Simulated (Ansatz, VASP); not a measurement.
# Two plane-wave programs on Zr2H3

```
CELL_PARAMETERS angstrom
3.61617 0.00000 0.00000
0.00000 3.61617 0.00000
0.00000 0.00000 5.62056
ATOMIC_POSITIONS crystal
Zr 0.50000 0.50000 0.50000
Zr 0.50000 0.50000 0.00000
H 0.50000 0.00000 0.00000
H 0.00000 0.50000 0.00000
H 0.00000 0.00000 0.00000
```

Change from the starting cell: species swapped into the Zr3Cd2 type (Pmmm, No. 47).

Alike in both runs: task relaxation of cell and atoms; functional PBE; k mesh 10 × 10 × 8; occupations gaussian, width 0.1 eV; no spin polarisation.

```csv
,VASP,Ansatz
version,VASP 6.6.1,Ansatz 0.2.0
potentials or method,"VASP PAW PBE potentials, release 64 (Zr_sv, H), cutoff 600 eV","scalar-relativistic, plane waves, PAW"
valence electrons in the cell,27,27
```

```tsv
	VASP	Ansatz	Ansatz less VASP
gap on the k mesh at the Fermi level, each at its own relaxed structure (eV)	none	none	-
relaxed volume (Å³/atom)	14.89	14.90	+0.006
relaxed cell length with the largest relative difference (Å)	3.594	3.595	+0.0008
```

A gap of «none» marks a metal or a gap that the smearing closes.
